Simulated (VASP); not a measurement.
# HfC (Fm-3m) in VASP: further runs, part 2 of 2

VASP 6.6.1.

## (5) Single point, PBE

This run uses another cell than the first one, of 12.57 Å³/atom, 1.064 times its volume.

Contents of INCAR:

```
SYSTEM = HfC
  PREC = Accurate
  ENCUT = 520
  EDIFF = 1E-6
  ISMEAR = -1
  SIGMA = 0.15
  LREAL = .FALSE.
  LASPH = .TRUE.
  NELM = 100
  ALGO = Normal
  ISIF = 2
  LWAVE = .FALSE.
  LCHARG = .FALSE.
  GGA = PE
  NBANDS = 14
```

Contents of KPOINTS:

```
regular mesh
0
G
  11 11 11
  0 0 0
```

Contents of POSCAR:

```
HfC
1.0
    0.0000000000      2.3250000000      2.3250000000
    2.3250000000      0.0000000000      2.3250000000
    2.3250000000      2.3250000000      0.0000000000
Hf C
1 1
Direct
    0.5000000000      0.5000000000      0.5000000000
    0.0000000000      0.0000000000      0.0000000000
```

Potentials or basis: VASP PAW PBE potentials, release 64 (Hf_pv, C).

Command:

```bash
cat potpaw_PBE.64/Hf_pv/POTCAR potpaw_PBE.64/C/POTCAR > POTCAR
mpirun -np 1 vasp_std > vasp.out
```

OUTCAR:

```text
SYSTEM = HfC
   PREC = Accurate
   ENCUT = 520
   EDIFF = 1E-6
   ISMEAR = -1
   LREAL = .FALSE.
   LASPH = .TRUE.
   NELM = 100
   ISIF = 2
   GGA = PE

 ion  position               nearest neighbor table
   1  0.500  0.500  0.500-   2 2.33   2 2.33   2 2.33   2 2.33   2 2.33   2 2.33
   2  0.000  0.000  0.000-   1 2.33   1 2.33   1 2.33   1 2.33   1 2.33   1 2.33

  LATTYP: Found a face centered cubic cell.
 ALAT       =     4.6500000000

  Lattice vectors:

 A1 = (   0.0000000000,   2.3250000000,   2.3250000000)
 A2 = (   2.3250000000,   0.0000000000,   2.3250000000)
 A3 = (   2.3250000000,   2.3250000000,   0.0000000000)

Analysis of symmetry for initial positions (statically):
=====================================================================
 Subroutine PRICEL returns:
 Original cell was already a primitive cell.

 Routine SETGRP: Setting up the symmetry group for a
 face centered cubic supercell.

 Subroutine GETGRP returns: Found 48 space group operations
 (whereof 48 operations were pure point group operations)
 out of a pool of 48 trial point group operations.

The static configuration has the point symmetry O_h .

Analysis of symmetry for dynamics (positions and initial velocities):
=====================================================================
 Subroutine PRICEL returns:
 Original cell was already a primitive cell.

 Routine SETGRP: Setting up the symmetry group for a
 face centered cubic supercell.

 Subroutine GETGRP returns: Found 48 space group operations
 (whereof 48 operations were pure point group operations)
 out of a pool of 48 trial point group operations.

The dynamic configuration has the point symmetry O_h .

 Subroutine INISYM returns: Found 48 space group operations
 (whereof 48 operations are pure point group operations),
 and found     1 'primitive' translations

----------------------------------------------------------------------------------------

                                     Primitive cell

  volume of cell :      25.1362

  direct lattice vectors                    reciprocal lattice vectors
     0.000000000  2.325000000  2.325000000    -0.215053763  0.215053763  0.215053763
     2.325000000  0.000000000  2.325000000     0.215053763 -0.215053763  0.215053763
     2.325000000  2.325000000  0.000000000     0.215053763  0.215053763 -0.215053763

  length of vectors
     3.288046533  3.288046533  3.288046533     0.372484045  0.372484045  0.372484045

  position of ions in fractional coordinates (direct lattice)
     0.500000000  0.500000000  0.500000000
     0.000000000  0.000000000  0.000000000

  ion indices of the primitive-cell ions
   primitive index   ion index
                 1           1
                 2           2

----------------------------------------------------------------------------------------

 KPOINTS: regular mesh

Automatic generation of k-mesh.
 Grid dimensions read from file:
 generate k-points for:   11   11   11

 Generating k-lattice:

  Cartesian coordinates                     Fractional coordinates (reciprocal lattice)
    -0.019550342  0.019550342  0.019550342     0.090909091  0.000000000  0.000000000
     0.019550342 -0.019550342  0.019550342     0.000000000  0.090909091  0.000000000
     0.019550342  0.019550342 -0.019550342     0.000000000  0.000000000  0.090909091

  Length of vectors
     0.033862186  0.033862186  0.033862186

  Shift w.r.t. Gamma in fractional coordinates (k-lattice)
     0.000000000  0.000000000  0.000000000

 Subroutine IBZKPT returns following result:
 ===========================================

 Found     56 irreducible k-points:

 Following reciprocal coordinates:
            Coordinates               Weight
  0.000000  0.000000  0.000000      1.000000
  0.090909  0.000000  0.000000      8.000000
  0.181818  0.000000  0.000000      8.000000
  0.272727  0.000000  0.000000      8.000000
  0.363636  0.000000  0.000000      8.000000
  0.454545  0.000000  0.000000      8.000000
[... 16 lines left out ...]
 -0.272727  0.181818  0.000000     24.000000
 -0.181818  0.181818  0.000000     12.000000
 [... further k-points ...]
   k-points           NKPTS =     56   k-points in BZ     NKDIM =     56   number of bands    NBANDS=     14
   number of dos      NEDOS =    301   number of ions     NIONS =      2
   total plane-waves  NPLWV =  13824
   dimension x,y,z NGX =    24 NGY =   24 NGZ =   24
   dimension x,y,z NGXF=    48 NGYF=   48 NGZF=   48
   ions per type =               1   1
   NGX,Y,Z   is equivalent  to a cutoff of  12.13, 12.13, 12.13 a.u.
   NGXF,Y,Z  is equivalent  to a cutoff of  24.27, 24.27, 24.27 a.u.
 SYSTEM =  HfC
   PREC   = accura    normal or accurate (medium, high low for compatibility)
   ISTART =      0    job   : 0-new  1-cont  2-samecut
   ICHARG =      2    charge: 1-file 2-atom 10-const
   ISPIN  =      1    spin polarized calculation?
   LNONCOLLINEAR =      F non collinear calculations
   LSORBIT =      F    spin-orbit coupling
   LASPH  =      T    aspherical Exc in radial PAW
   ENCUT  =  520.0 eV  38.22 Ry    6.18 a.u.   6.11  6.11  6.11*2*pi/ulx,y,z
   NELM   =    100;   NELMIN=  2; NELMDL= -5     # of ELM steps
   EDIFF  = 0.1E-05   stopping-criterion for ELM
   LREAL  =      F    real-space projection
   EDIFFG = 0.1E-04   stopping-criterion for IOM
   NSW    =      0    number of steps for IOM
   IBRION =     -1    ionic relax: 0-MD 1-quasi-New 2-CG
   NFREE  =      0    steps in history (QN), initial steepest desc. (CG)
   ISIF   =      2    stress and relaxation
   ISYM   =      2    0-nonsym 1-usesym 2-fastsym
   POTIM  = 0.5000    time-step for ionic-motion
   TEBEG  =    0.0;   TEEND  =   0.0 temperature during run
   PSTRESS=    0.0 pullay stress
   NELECT =      14.0000    total number of electrons
   NUPDOWN=      -1.0000    fix difference up-down
   EMIN   =  10.00;   EMAX   =-10.00  energy-range for DOS
   EFERMI =   0.00;   METHOD = LEGACY
   ISMEAR =    -1;   SIGMA  =   0.15  broadening in eV -4-tet -1-fermi 0-gaus
   EFERMI_NEDOS =   21; number of points for ismear=-14 and -15
   IALGO  =     38    algorithm
   IMIX   =      4    mixing-type and parameters
     AMIX     =   0.40;   BMIX     =  1.00
     AMIX_MAG =   1.60;   BMIX_MAG =  1.00
  volume/ion in A,a.u.               =      12.57        84.81
  Fermi-wavevector in a.u.,A,eV,Ry     =   1.346949  2.545365 24.684672  1.814272
  Thomas-Fermi vector in A             =   2.474740
   LORBIT       =      0    0 simple, 1 ext, 2 COOP (PROOUT), +10 PAW based schemes
   GGA     = PE    functional components
   LHFCALC =     F    Hartree Fock is set to
   AEXX    =    0.0000 exact exchange contribution
   IVDW    =     0    specifies the selected vdW correction
   LEPSILON=     F    determine dielectric tensor
   LRPA    =     F    only Hartree local field effects (RPA)
 non-spin polarized calculation
  energy-cutoff  :      520.00
  volume of cell :       25.14
 maximum number of plane-waves:       690
   NGX = 13   NGY = 13   NGZ = 13

 number of electron      14.0000000 magnetization

 Free energy of the ion-electron system (eV)
  ---------------------------------------------------
  ext. energy  EPLUGINS =         0.00000000
  ---------------------------------------------------
  free energy    TOTEN  =       -21.05591599 eV

  energy without entropy =      -21.03302872  energy(sigma->0) =      -21.04447235

 E-fermi :   5.9472     XC(G=0): -12.2856

 val. band max:        5.8251843325   @ k =   0.4545   0.4545   0.0000
 cond. band min:       6.0653121758   @ k =  -0.4545   0.4545   0.0000
 fundamental gap:      0.2401278433
 Fermi energy:         5.9472378487

 k-point     1 :       0.0000    0.0000    0.0000
  band No.  band energies     occupation
      1     -23.6175      2.00000
      2     -23.6175      2.00000
      3     -23.6175      2.00000
      4      -6.3577      2.00000
      5       6.9502      0.00249
      6       6.9502      0.00249
      7       6.9502      0.00249
      8       7.3453      0.00018
      9       7.3453      0.00018
     10       7.3453      0.00018
     11       9.3444      0.00000
     12       9.3444      0.00000
     13      12.7797      0.00000
     14      16.9543      0.00000
[... 375 lines left out ...]
 k-point    24 :      -0.1818    0.1818    0.0000
  band No.  band energies     occupation
      1     -23.9929      2.00000
      2     -23.7656      2.00000
      3     -23.6466      2.00000
      4      -4.5063      2.00000
      5       2.3313      2.00000
      6       3.7192      2.00000
      7       4.0796      1.99999
      8       8.6517      0.00000
      9       9.7413      0.00000
     10      10.7329      0.00000
     11      11.6171      0.00000
     12      15.5551      0.00000
     13      15.5805      0.00000
     14      19.7091      0.00000

 [... further k-points ...]
[... 5 lines left out ...]
  --------------------------------------------------------------------------------------
  -------------------------------------------------------------------------------------
  Total       -0.0655233     -0.0655233     -0.0655233     -0.0000000     -0.0000000     -0.0000000
  in kB       -4.1764546     -4.1764546     -4.1764546     -0.0000000     -0.0000000     -0.0000000
  external PRESSURE =      -4.1764546 kB  Pullay stress =       0.0000000 kB

 VOLUME and BASIS-vectors are now :
 -----------------------------------------------------------------------------
  energy-cutoff  :      520.00
  volume of cell :       25.14
      direct lattice vectors                 reciprocal lattice vectors
     0.000000000  2.325000000  2.325000000    -0.215053763  0.215053763  0.215053763
     2.325000000  0.000000000  2.325000000     0.215053763 -0.215053763  0.215053763
     2.325000000  2.325000000  0.000000000     0.215053763  0.215053763 -0.215053763

 POSITION                                       TOTAL-FORCE (eV/Angst)
 -----------------------------------------------------------------------------------
      2.32500      2.32500      2.32500         0.000000      0.000000     -0.000000
      0.00000      0.00000      0.00000        -0.000000      0.000000      0.000000
 -----------------------------------------------------------------------------------
    total drift:                                0.000000     -0.000000      0.000000

  FREE ENERGIE OF THE ION-ELECTRON SYSTEM (eV)
  ---------------------------------------------------
  free  energy   TOTEN  =       -21.0559159879 eV

  energy  without entropy=      -21.0330287179  energy(sigma->0) =      -21.04447235
```

stdout:

```text
POSCAR found type information on POSCAR HfC
 POSCAR found :  2 types and       2 ions
 scaLAPACK will be used
 LDA part: xc-table for (Slater+PW92), standard interpolation
 POSCAR, INCAR and KPOINTS ok, starting setup
 FFT: planning ... GRIDC
 FFT: planning ... GRID_SOFT
 FFT: planning ... GRID
 WAVECAR not read
 entering main loop
```

It took 27 s on 1 thread of Intel Xeon 8259CL, shared host; peak memory 0.15 GiB.

What came out:

```
Free energy            : -21.0559 eV
Pressure               : -0.4 GPa
Band gap on the k mesh : zero (band 7 reaches 6.95 eV, above the bottom of band 8 at 5.53 eV)
```

Caveat: spin-orbit coupling is left out, which moves the levels of the heavy elements.

## (6) Single point, PBE

This run uses another cell than the first one, of 12.82 Å³/atom, 1.085 times its volume.

Contents of INCAR:

```
PREC = Accurate
ENCUT = 520
EDIFF = 1E-6
ISMEAR = -1
SIGMA = 0.15
LREAL = False
LASPH = True
NELM = 80
ALGO = Normal
ISIF = 2
LWAVE = False
LCHARG = False
GGA = PE
NBANDS = 14
```

Contents of KPOINTS:

```
regular mesh
0
Gamma
  11 11 11
```

Contents of POSCAR:

```
HfC
1.0
    0.0000000000      2.3403977997      2.3403977997
    2.3403977997      0.0000000000      2.3403977997
    2.3403977997      2.3403977997      0.0000000000
Hf C
1 1
Direct
    0.5000000000      0.5000000000      0.5000000000
    0.0000000000      0.0000000000      0.0000000000
```

Potentials or basis: VASP PAW PBE potentials, release 64 (Hf_pv, C).

Command:

```bash
cat potpaw_PBE.64/Hf_pv/POTCAR potpaw_PBE.64/C/POTCAR > POTCAR
mpirun -np 1 vasp_std > vasp.out
```

Wall time 43 s (1 thread of Intel Xeon 8259CL, shared host); peak memory 0.17 GiB.

Results (log left out):

* Free energy: -21.0476 eV
* Pressure: -4.9 GPa
* Band gap on the k mesh: zero (band 7 reaches 6.79 eV, above the bottom of band 8 at 5.38 eV)

Levels at points of the mesh, in eV from the Fermi level:
| k point | band 5 | band 6 | band 7 | band 8 | band 9 | band 10 |
| --- | --- | --- | --- | --- | --- | --- |
| (0.00, 0.00, 0.00) | 0.99 | 0.99 | 0.99 | 1.39 | 1.39 | 1.39 |

Caveat: spin-orbit coupling is left out, which moves the levels of the heavy elements.

## (7) Overview

```csv
cell,gap on the mesh (eV),pressure (GPa)
"a = 3.221 Å, angles 60.0°, 2 atoms",none,16.3
"a = 3.244 Å, angles 60.0°, 2 atoms",none,10.1
"a = 3.266 Å, angles 60.0°, 2 atoms",none,4.6
"a = 3.288 Å, angles 60.0°, 2 atoms",none,-0.4
"a = 3.310 Å, angles 60.0°, 2 atoms",none,-4.9
```

Alike in all rows: task single point; level PBE; potentials or basis VASP PAW PBE potentials, release 64 (Hf_pv, C); no spin polarisation; k mesh 11 × 11 × 11; cutoff (eV) 520; smearing fermi-dirac 0.15 eV.

Caveats: spin-orbit coupling is left out, which moves the levels of the heavy elements.

Total energies depend on the potentials used, so only differences within one code and one set of settings carry meaning.
